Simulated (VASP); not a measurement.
# Si2Mo (I4/mmm) in VASP: single point with LDA

Aim: the single point of Si2Mo with LDA.

Everything below comes from runs of VASP 6.6.1. Logs are shortened: lines on timing, memory, paths and dates and some standing lists are left out, and cuts for length are marked.

### 1 The cell of the first run

The structure is tetragonal, space group I4/mmm (No. 139). Conventional cell: a = 3.174 Å, b = 3.174 Å, c = 7.778 Å, α = 90.00°, β = 90.00°, γ = 90.00°. Si (site symmetry 4mm) has 9 Si at 2.56 to 3.17 Å and 5 Mo at 2.58 to 2.61 Å within 3.4 Å. Mo (site symmetry 4/mmm) has 10 Si at 2.58 to 2.61 Å and 4 Mo at 3.17 Å within 3.4 Å.

### 2 Single point, LDA

Input file INCAR:

```
PREC = Accurate ; ENCUT = 520
EDIFF = 1E-7 ; ISMEAR = 0
SIGMA = 0.1 ; LREAL = F
LASPH = T ; NELM = 80
ALGO = Normal ; ISIF = 2
LWAVE = F ; LCHARG = T
GGA = CA ; LELF = T
LVHAR = T ; NBANDS = 18
```

Input file KPOINTS:

```
Automatic mesh
0
Gamma
  18 18 18
```

Input file POSCAR:

```
Si2Mo
1.0
   -1.5871549607      1.5871549607      3.8890502134
    1.5871549607     -1.5871549607      3.8890502134
    1.5871549607      1.5871549607     -3.8890502134
Si Mo
2 1
Direct
    0.6647751557      0.6647751557      0.0000000000
    0.3352248443      0.3352248443      0.0000000000
    0.0000000000      0.0000000000      0.0000000000
```

Potentials or basis: VASP PAW LDA potentials, release 64 (Si, Mo_sv).

The run is started by

```sh
> cat potpaw_LDA.64/Si/POTCAR potpaw_LDA.64/Mo_sv/POTCAR > POTCAR
> mpirun -np 1 vasp_std > vasp.out
```

OUTCAR:

```text
PREC = Accurate
   ENCUT = 520
   EDIFF = 1E-7
   ISMEAR = 0
   LREAL = F
   LASPH = T
   NELM = 80
   ISIF = 2
   GGA = CA

 ion  position               nearest neighbor table
   1  0.665  0.665  0.000-   2 2.56   3 2.58   3 2.58   3 2.58   3 2.58   2 2.61   2 2.61   2 2.61
                             2 2.61   3 2.61
   2  0.335  0.335  0.000-   1 2.56   3 2.58   3 2.58   3 2.58   3 2.58   1 2.61   1 2.61   1 2.61
                             1 2.61   3 2.61
   3  0.000  0.000  0.000-   1 2.58   1 2.58   1 2.58   2 2.58   1 2.58   2 2.58   2 2.58   2 2.58
                             1 2.61   2 2.61

  LATTYP: Found a body centered tetragonal cell.
 ALAT       =     3.1743099214
 C/A-ratio  =     2.4503279829

  Lattice vectors:

 A1 = (  -1.5871549607,   1.5871549607,   3.8890502134)
 A2 = (   1.5871549607,  -1.5871549607,   3.8890502134)
 A3 = (   1.5871549607,   1.5871549607,  -3.8890502134)

Analysis of symmetry for initial positions (statically):
=====================================================================
 Subroutine PRICEL returns:
 Original cell was already a primitive cell.

 Routine SETGRP: Setting up the symmetry group for a
 body centered tetragonal supercell.

 Subroutine GETGRP returns: Found 16 space group operations
 (whereof 16 operations were pure point group operations)
 out of a pool of 16 trial point group operations.

The static configuration has the point symmetry D_4h.

Analysis of symmetry for dynamics (positions and initial velocities):
=====================================================================
 Subroutine PRICEL returns:
 Original cell was already a primitive cell.

 Routine SETGRP: Setting up the symmetry group for a
 body centered tetragonal supercell.

 Subroutine GETGRP returns: Found 16 space group operations
 (whereof 16 operations were pure point group operations)
 out of a pool of 16 trial point group operations.

The dynamic configuration has the point symmetry D_4h.

 Subroutine INISYM returns: Found 16 space group operations
 (whereof 16 operations are pure point group operations),
 and found     1 'primitive' translations

----------------------------------------------------------------------------------------

                                     Primitive cell

  volume of cell :      39.1870

  direct lattice vectors                    reciprocal lattice vectors
    -1.587154961  1.587154961  3.889050213     0.000000000  0.315029101  0.128566095
     1.587154961 -1.587154961  3.889050213     0.315029101  0.000000000  0.128566095
     1.587154961  1.587154961 -3.889050213     0.315029101  0.315029101  0.000000000

  length of vectors
     4.490304366  4.490304366  4.490304366     0.340253692  0.340253692  0.445518427

  position of ions in fractional coordinates (direct lattice)
     0.664775156  0.664775156  0.000000000
     0.335224844  0.335224844  0.000000000
     0.000000000  0.000000000  0.000000000

  ion indices of the primitive-cell ions
   primitive index   ion index
                 1           1
                 2           2
                 3           3

----------------------------------------------------------------------------------------

 KPOINTS: Automatic mesh

Automatic generation of k-mesh.
 Grid dimensions read from file:
 generate k-points for:   18   18   18

 Generating k-lattice:

  Cartesian coordinates                     Fractional coordinates (reciprocal lattice)
     0.000000000  0.017501617  0.007142561     0.055555556  0.000000000 -0.000000000
     0.017501617  0.000000000  0.007142561     0.000000000  0.055555556 -0.000000000
     0.017501617  0.017501617  0.000000000     0.000000000  0.000000000  0.055555556

  Length of vectors
     0.018902983  0.018902983  0.024751024

  Shift w.r.t. Gamma in fractional coordinates (k-lattice)
     0.000000000  0.000000000  0.000000000

 Subroutine IBZKPT returns following result:
 ===========================================

 Found    480 irreducible k-points:

 Following reciprocal coordinates:
            Coordinates               Weight
  0.000000  0.000000  0.000000      1.000000
  0.055556 -0.000000  0.000000      8.000000
  0.111111 -0.000000  0.000000      8.000000
  0.166667  0.000000  0.000000      8.000000
  0.222222  0.000000 -0.000000      8.000000
  0.277778  0.000000  0.000000      8.000000
[... 16 lines left out ...]
 -0.277778  0.055556 -0.000000     16.000000
 -0.222222  0.055556  0.000000     16.000000
 [... further k-points ...]
   k-points           NKPTS =    480   k-points in BZ     NKDIM =    480   number of bands    NBANDS=     18
   number of dos      NEDOS =    301   number of ions     NIONS =      3
   total plane-waves  NPLWV =  46656
   dimension x,y,z NGX =    36 NGY =   36 NGZ =   36
   dimension x,y,z NGXF=    72 NGYF=   72 NGZF=   72
   ions per type =               2   1
   NGX,Y,Z   is equivalent  to a cutoff of  13.33, 13.33, 13.33 a.u.
   NGXF,Y,Z  is equivalent  to a cutoff of  26.66, 26.66, 26.66 a.u.
 SYSTEM =  unknown system
   PREC   = accura    normal or accurate (medium, high low for compatibility)
   ISTART =      0    job   : 0-new  1-cont  2-samecut
   ICHARG =      2    charge: 1-file 2-atom 10-const
   ISPIN  =      1    spin polarized calculation?
   LNONCOLLINEAR =      F non collinear calculations
   LSORBIT =      F    spin-orbit coupling
   LASPH  =      T    aspherical Exc in radial PAW
   ENCUT  =  520.0 eV  38.22 Ry    6.18 a.u.   8.35  8.35  8.35*2*pi/ulx,y,z
   NELM   =     80;   NELMIN=  2; NELMDL= -5     # of ELM steps
   EDIFF  = 0.1E-06   stopping-criterion for ELM
   LREAL  =      F    real-space projection
   EDIFFG = 0.1E-05   stopping-criterion for IOM
   NSW    =      0    number of steps for IOM
   IBRION =     -1    ionic relax: 0-MD 1-quasi-New 2-CG
   NFREE  =      0    steps in history (QN), initial steepest desc. (CG)
   ISIF   =      2    stress and relaxation
   ISYM   =      2    0-nonsym 1-usesym 2-fastsym
   POTIM  = 0.5000    time-step for ionic-motion
   TEBEG  =    0.0;   TEEND  =   0.0 temperature during run
   PSTRESS=    0.0 pullay stress
   NELECT =      22.0000    total number of electrons
   NUPDOWN=      -1.0000    fix difference up-down
   EMIN   =  10.00;   EMAX   =-10.00  energy-range for DOS
   EFERMI =   0.00;   METHOD = LEGACY
   ISMEAR =     0;   SIGMA  =   0.10  broadening in eV -4-tet -1-fermi 0-gaus
   EFERMI_NEDOS =   21; number of points for ismear=-14 and -15
   IALGO  =     38    algorithm
   IMIX   =      4    mixing-type and parameters
     AMIX     =   0.40;   BMIX     =  1.00
     AMIX_MAG =   1.60;   BMIX_MAG =  1.00
  volume/ion in A,a.u.               =      13.06        88.15
  Fermi-wavevector in a.u.,A,eV,Ry     =   1.350522  2.552116 24.815797  1.823910
  Thomas-Fermi vector in A             =   2.478020
   LORBIT       =      0    0 simple, 1 ext, 2 COOP (PROOUT), +10 PAW based schemes
   GGA     = CA    functional components
   LHFCALC =     F    Hartree Fock is set to
   AEXX    =    0.0000 exact exchange contribution
   IVDW    =     0    specifies the selected vdW correction
   LEPSILON=     F    determine dielectric tensor
   LRPA    =     F    only Hartree local field effects (RPA)
 non-spin polarized calculation
 Gauss-broadening in eV      SIGMA  =   0.10
  energy-cutoff  :      520.00
  volume of cell :       39.19
 maximum number of plane-waves:      1079
 NGX is ok and might be reduce to    36
   NGX = 17   NGY = 17   NGZ = 17

 number of electron      22.0000000 magnetization

 Free energy of the ion-electron system (eV)
  ---------------------------------------------------
  ext. energy  EPLUGINS =         0.00000000
  ---------------------------------------------------
  free energy    TOTEN  =       -25.81960462 eV

  energy without entropy =      -25.81840556  energy(sigma->0) =      -25.81900509

 E-fermi :  12.5868     XC(G=0): -12.6766

 val. band max:       12.5858910937   @ k =  -0.3333  -0.3333   0.2778
 cond. band min:      12.5878884052   @ k =  -0.0556   0.0556   0.0000
 fundamental gap:      0.0019973115
 Fermi energy:        12.5867906005

 k-point     1 :       0.0000    0.0000    0.0000
  band No.  band energies     occupation
      1     -47.7454      2.00000
      2     -22.1081      2.00000
      3     -22.0134      2.00000
      4     -22.0134      2.00000
      5      -0.9699      2.00000
      6       6.0553      2.00000
[... 10 lines left out ...]
     17      17.8644      0.00000
     18      17.8644      0.00000

 k-point     2 :       0.0556   -0.0000    0.0000
  band No.  band energies     occupation
      1     -47.7447      2.00000
      2     -22.1074      2.00000
      3     -22.0223      2.00000
      4     -22.0125      2.00000
      5      -0.9122      2.00000
      6       6.0631      2.00000
[... 10 lines left out ...]
     17      17.8970      0.00000
     18      18.2296      0.00000

 k-point     3 :       0.1111   -0.0000    0.0000
  band No.  band energies     occupation
      1     -47.7428      2.00000
      2     -22.1055      2.00000
      3     -22.0478      2.00000
      4     -22.0102      2.00000
      5      -0.7405      2.00000
      6       6.0756      2.00000
[... 10 lines left out ...]
     17      18.0726      0.00000
     18      19.0291      0.00000

 k-point     4 :       0.1667    0.0000    0.0000
  band No.  band energies     occupation
      1     -47.7400      2.00000
      2     -22.1028      2.00000
      3     -22.0865      2.00000
      4     -22.0065      2.00000
      5      -0.4592      2.00000
      6       6.0516      2.00000
[... 10 lines left out ...]
     17      18.5694      0.00000
     18      20.0320      0.00000

 k-point     5 :       0.2222    0.0000   -0.0000
  band No.  band energies     occupation
      1     -47.7364      2.00000
      2     -22.1343      2.00000
      3     -22.0988      2.00000
      4     -22.0021      2.00000
      5      -0.0749      2.00000
      6       5.9038      2.00000
[... 10 lines left out ...]
     17      19.2825      0.00000
     18      21.1427      0.00000

 k-point     6 :       0.2778    0.0000    0.0000
  band No.  band energies     occupation
      1     -47.7327      2.00000
      2     -22.1843      2.00000
      3     -22.0950      2.00000
      4     -21.9973      2.00000
      5       0.4029      2.00000
      6       5.5476      2.00000
[... 10 lines left out ...]
     17      19.8107      0.00000
     18      21.7007      0.00000

 k-point     7 :       0.3333   -0.0000    0.0000
  band No.  band energies     occupation
      1     -47.7292      2.00000
      2     -22.2309      2.00000
      3     -22.0914      2.00000
      4     -21.9928      2.00000
      5       0.9627      2.00000
      6       5.0139      2.00000
[... 10 lines left out ...]
     17      19.7322      0.00000
     18      21.9341      0.00000

 k-point     8 :       0.3889   -0.0000    0.0000
  band No.  band energies     occupation
      1     -47.7263      2.00000
      2     -22.2686      2.00000
      3     -22.0884      2.00000
      4     -21.9892      2.00000
      5       1.5901      2.00000
      6       4.3795      2.00000
[... 10 lines left out ...]
     17      19.4148      0.00000
     18      21.0003      0.00000
[... 229 lines left out ...]
     17      19.6404      0.00000
     18      20.2257      0.00000

 k-point    20 :      -0.4444    0.0556    0.0000
  band No.  band energies     occupation
      1     -47.7238      2.00000
      2     -22.2917      2.00000
      3     -22.0851      2.00000
      4     -21.9951      2.00000
      5       2.2223      2.00000
      6       3.7942      2.00000
[... 10 lines left out ...]
     17      19.6872      0.00000
     18      20.7254      0.00000

 k-point    21 :      -0.3889    0.0556   -0.0000
  band No.  band energies     occupation
      1     -47.7257      2.00000
      2     -22.2672      2.00000
      3     -22.0868      2.00000
      4     -21.9975      2.00000
      5       1.5485      2.00000
      6       4.4875      2.00000
[... 10 lines left out ...]
     17      19.7812      0.00000
     18      21.5885      0.00000

 k-point    22 :      -0.3333    0.0556   -0.0000
  band No.  band energies     occupation
      1     -47.7286      2.00000
      2     -22.2296      2.00000
      3     -22.0895      2.00000
      4     -22.0012      2.00000
      5       0.9286      2.00000
      6       5.1510      2.00000
[... 10 lines left out ...]
     17      19.8601      0.00000
     18      21.2111      0.00000

 k-point    23 :      -0.2778    0.0556   -0.0000
  band No.  band energies     occupation
      1     -47.7321      2.00000
      2     -22.1830      2.00000
      3     -22.0931      2.00000
      4     -22.0058      2.00000
      5       0.3799      2.00000
      6       5.7465      2.00000
[... 10 lines left out ...]
     17      19.6348      0.00000
     18      20.9935      0.00000

 k-point    24 :      -0.2222    0.0556    0.0000
  band No.  band energies     occupation
      1     -47.7358      2.00000
      2     -22.1331      2.00000
      3     -22.0969      2.00000
      4     -22.0106      2.00000
      5      -0.0842      2.00000
      6       6.1601      2.00000
[... 10 lines left out ...]
     17      18.9731      0.00000
     18      21.1335      0.00000

 [... further k-points ...]

------------------------ aborting loop because EDIFF is reached ----------------------------------------

  FORCE on cell =-STRESS in cart. coord.  units (eV):
  Direction    XX          YY          ZZ          XY          YZ          ZX
  --------------------------------------------------------------------------------------
  -------------------------------------------------------------------------------------
  Total        0.1477691      0.1477691      0.1577902      0.0000000      0.0000000      0.0000000
  in kB        6.0416003      6.0416003      6.4513193      0.0000000      0.0000000      0.0000000
  external PRESSURE =       6.1781733 kB  Pullay stress =       0.0000000 kB

 VOLUME and BASIS-vectors are now :
 -----------------------------------------------------------------------------
  energy-cutoff  :      520.00
  volume of cell :       39.19
      direct lattice vectors                 reciprocal lattice vectors
    -1.587154961  1.587154961  3.889050213     0.000000000  0.315029101  0.128566095
     1.587154961 -1.587154961  3.889050213     0.315029101  0.000000000  0.128566095
     1.587154961  1.587154961 -3.889050213     0.315029101  0.315029101  0.000000000

 POSITION                                       TOTAL-FORCE (eV/Angst)
 -----------------------------------------------------------------------------------
      0.00000      0.00000      5.17069        -0.000000     -0.000000      0.011529
      0.00000      0.00000      2.60741        -0.000000     -0.000000     -0.011529
      0.00000      0.00000      0.00000         0.000000      0.000000      0.000000
 -----------------------------------------------------------------------------------
    total drift:                                0.000000     -0.000000      0.000000

  FREE ENERGIE OF THE ION-ELECTRON SYSTEM (eV)
  ---------------------------------------------------
  free  energy   TOTEN  =       -25.8196046162 eV

  energy  without entropy=      -25.8184055552  energy(sigma->0) =      -25.81900509
```

It took 23 min on 1 thread of AMD EPYC 7R13, shared host; peak memory 0.39 GiB.

What came out:

```yaml
Free_energy: -25.8196 eV
Pressure: 0.6 GPa
Largest_force: 0.012 eV/Å
Band_gap_on_the_k_mesh: zero (bands 11 and 12 overlap by 0.94 eV)
```

Forces on the atoms (eV/Å):
```
Si   0.000  0.000  0.012
Si   0.000  0.000 -0.012
Mo   0.000  0.000  0.000
```
